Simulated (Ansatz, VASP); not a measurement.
**As: VASP beside Ansatz**

```
As
1.0
     1.87741    1.08392    3.70434
    -1.87741    1.08392    3.70434
     0.00000   -2.16785    3.70434
As
2
Cartesian
  0.0000 0.0000 2.4941
  0.0000 0.0000 8.6189
```

Alike in both runs: task single point; functional PBEsol; k mesh 12 × 12 × 12; occupations fermi-dirac, width 0.05 eV; no spin polarisation.

|  | VASP | Ansatz |
| --- | --- | --- |
| version | VASP 6.6.1 | Ansatz 0.2.0 |
| potentials or method | VASP PAW PBE potentials, release 64 (As), cutoff 520 eV | all-electron LAPW, scalar-relativistic |

Ansatz gave:

* pressure (GPa): -1.4
* traceless stress, the component that is largest in VASP (GPa): -0.59
* rms of the force components (eV/Å): 0.097

Q: What did VASP give for the same quantities?

A: Pressure (GPa): -1.0; traceless stress, the component that is largest in VASP (GPa): -0.70; rms of the force components (eV/Å): 0.138.

VASP's potentials were made for PBE, not for PBEsol. Atom by atom the forces differ by 0.041 eV/Å (rms over components). Ansatz ran all-electron here, and VASP with PAW potentials.
